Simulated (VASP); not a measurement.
Input of a VASP 6.6.1 run:

File INCAR:

```
SYSTEM = ScAl9
  ALGO = Normal
  EDIFF = 1E-6
  ENCUT = 520
  GGA = PE
  ISIF = 2
  ISMEAR = -1
  ISYM = 0
  LASPH = .TRUE.
  LCHARG = .FALSE.
  LREAL = Auto
  LWAVE = .FALSE.
  NBANDS = 54
  NELM = 60
  PREC = Accurate
  SIGMA = 0.05
```

KPOINTS

```
Automatic mesh
0
Gamma
  1 1 1
  0.25 0.25 0.25
```

The input POSCAR:

```
ScAl9
1.0
    7.4469130000     -0.0134000000     -0.0543370000
   -0.0134000000      6.6775230000     -0.0651690000
   -0.0543370000     -0.0651690000      7.1022430000
Al Sc
18 2
Direct
    0.5371075080      0.7186868337      0.5354635026
    0.2777701343      0.4328030006      0.4035641324
    0.5164709688      0.9646964472      0.9639553006
    0.5221771627      0.5560023871      0.1245462398
    0.2550854779      0.6751501653      0.8533292146
    0.7900678972      0.2630661753      0.0464105042
    0.7779485054      0.0748628733      0.6486680513
    0.2901973321      0.8492621983      0.2764998354
    0.0063658137      0.5473354618      0.1583702788
    0.2583905314      0.2856319914      0.0239494083
    1.0040601268      0.1399578894      0.3319464753
    0.5470780971      0.3461157495      0.7689243525
    0.0004885301     -0.0358598060      0.9293954878
    0.7596631658      0.6489933451      0.8274103075
    0.0156620884      0.3771947356      0.7771279347
    0.7733112758      0.4087146327      0.4133098429
    0.7695950698      0.8514083633      0.2043664120
    0.5382655961      0.1395851241      0.3059908483
   -0.0065541861      0.7489419278      0.5168066851
    0.2592760834      0.0502012551      0.6539878810
```

Potentials or basis: VASP PAW PBE potentials, release 64 (Al, Sc_sv).

Launch:

```bash
$ cat potpaw_PBE.64/Al/POTCAR potpaw_PBE.64/Sc_sv/POTCAR > POTCAR
$ mpirun -np 1 vasp_std > vasp.out
```

Problem. What does it give for the largest force?

Solution. 1.160 eV/Å.

Problem. What does it give for the pressure?

Solution. 1.2 GPa.

Problem. What does it give for the band gap on the k mesh?

Solution. 0.08 eV.

Stress tensor (GPa, compression positive):
```
 5.77  3.39  4.81
 3.39 -1.73 -2.41
 4.81 -2.41 -0.30
```

Caveat: the k points lie up to 0.94 Å⁻¹ apart.
